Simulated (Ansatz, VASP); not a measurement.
Al3GaN4: VASP beside Ansatz

Contents of INCAR:

```
SYSTEM = Al3GaN4
PREC = Accurate ; ENCUT = 520
EDIFF = 1E-7 ; ISMEAR = 0
SIGMA = 0.05 ; LREAL = .False.
LASPH = .True. ; NELM = 100
ALGO = Normal ; ISIF = 2
LWAVE = .False. ; LCHARG = .True.
GGA = PS ; LELF = .True.
LVHAR = .True. ; NBANDS = 31
```

The input KPOINTS:

```
Automatic mesh
0
Gamma
  6 6 6
  0 0 0
```

The input POSCAR:

```
Al3GaN4
1.0
    4.7595544276      0.0000000000      0.0000000000
    0.0000000000      4.7595544276      0.0000000000
    0.0000000000      0.0000000000      4.0544352532
Al Ga N
3 1 4
Direct
    0.5000000000      0.5000000000      0.0000000000
    0.5000000000      0.0000000000      0.5000000000
    0.0000000000      0.5000000000      0.5000000000
    0.0000000000      0.0000000000      0.0000000000
    0.7447077174      0.7447077174      0.2552922826
    0.7447077174      0.2552922826      0.7447077174
    0.2552922826      0.7447077174      0.7447077174
    0.2552922826      0.2552922826      0.2552922826
```

Input for Ansatz:

```yaml
crystal:
  lattice:
    - [4.7595544276, 0.0, 0.0]
    - [0.0, 4.7595544276, 0.0]
    - [0.0, 0.0, 4.0544352532]
  atoms:
    - { symbol: Al, position: [0.5, 0.5, 0.0] }
    - { symbol: Al, position: [0.5, 0.0, 0.5] }
    - { symbol: Al, position: [0.0, 0.5, 0.5] }
    - { symbol: Ga, position: [0.0, 0.0, 0.0] }
    - { symbol: "N", position: [0.7447077174, 0.7447077174, 0.2552922826] }
    - { symbol: "N", position: [0.7447077174, 0.2552922826, 0.7447077174] }
    - { symbol: "N", position: [0.2552922826, 0.7447077174, 0.7447077174] }
    - { symbol: "N", position: [0.2552922826, 0.2552922826, 0.2552922826] }
basis:
  ecutwfc: 420
kpoints:
  mp_grid: { grid: [6, 6, 6] }
hamiltonian:
  xc: pbesol
scf:
  occupations: { method: gaussian, width: 0.05 }
output:
  forces: true
  stress: true
  eigenvalues: true
```

Change from the starting cell: strain +0.080 along x and y, -0.080 along z, atoms carried along.

Alike in both runs: task single point; functional PBEsol; k mesh 6 × 6 × 6; occupations gaussian, width 0.05 eV; no spin polarisation.

```csv
,VASP,Ansatz
version,VASP 6.6.1,Ansatz 0.2.0
potentials or method,"VASP PAW PBE potentials, release 64 (Al, Ga_d, N), cutoff 520 eV","scalar-relativistic, plane waves, PAW"
valence electrons in the cell,42,42
```

VASP gave:

* gap on the k mesh at the Fermi level (eV): 2.42
* least direct gap on the mesh (eV): 2.42
* pressure (GPa): -13.8
* traceless stress, the component that is largest in VASP (GPa): 9.73
* rms of the force components (eV/Å): 0.060

Q: Which values does Ansatz return?

A: gap on the k mesh at the Fermi level (eV): 2.41; least direct gap on the mesh (eV): 2.41; pressure (GPa): -13.8; traceless stress, the component that is largest in VASP (GPa): 9.70; rms of the force components (eV/Å): 0.060.

VASP's potentials were made for PBE, not for PBEsol. Atom by atom the forces differ by 0.001 eV/Å (rms over components). With one functional, cell and mesh, what is left measures potentials, basis and numerics.
